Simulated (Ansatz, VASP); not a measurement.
Two plane-wave programs on Bi2Te3

```xyz
5
Lattice="2.1912 1.2651 10.0980 -2.1912 1.2651 10.0980 0.0000 -2.5301 10.0980" Properties=species:S:1:pos:R:3 pbc="T T T"
Bi    0.0000    0.0000   12.1138
Bi    0.0000    0.0000   18.1802
Te    0.0000    0.0000    0.0000
Te    0.0000    0.0000    6.3601
Te    0.0000    0.0000   23.9339
```

Alike in both runs: functional PBEsol; k mesh 9 × 9 × 9; occupations gaussian, width 0.01 eV; no spin polarisation.

Ansatz relaxed the structure, and its values are those at the end. VASP's run is a single point on that final structure, the one shown.

```csv
,VASP,Ansatz
version,VASP 6.6.1,Ansatz 0.2.0
potentials or method,"VASP PAW PBE potentials, release 64 (Bi_d, Te), cutoff 520 eV","scalar-relativistic, plane waves, PAW"
valence electrons in the cell,48,78
```

VASP gave:

* gap on the k mesh at the Fermi level (eV): 0.20
* least direct gap on the mesh (eV): 0.20
* pressure (GPa): 0.0
* rms of the force components (eV/Å): 0.008

Problem. Which values does Ansatz return?

Solution. gap on the k mesh at the Fermi level (eV): 0.21; least direct gap on the mesh (eV): 0.21; pressure (GPa): 0.0; rms of the force components (eV/Å): 0.001.

VASP's potentials were made for PBE, not for PBEsol. VASP's potentials hold 48 valence electrons a cell and Ansatz's 78, so a difference there can come from the potentials and not from the codes.

Spin-orbit coupling is off throughout.
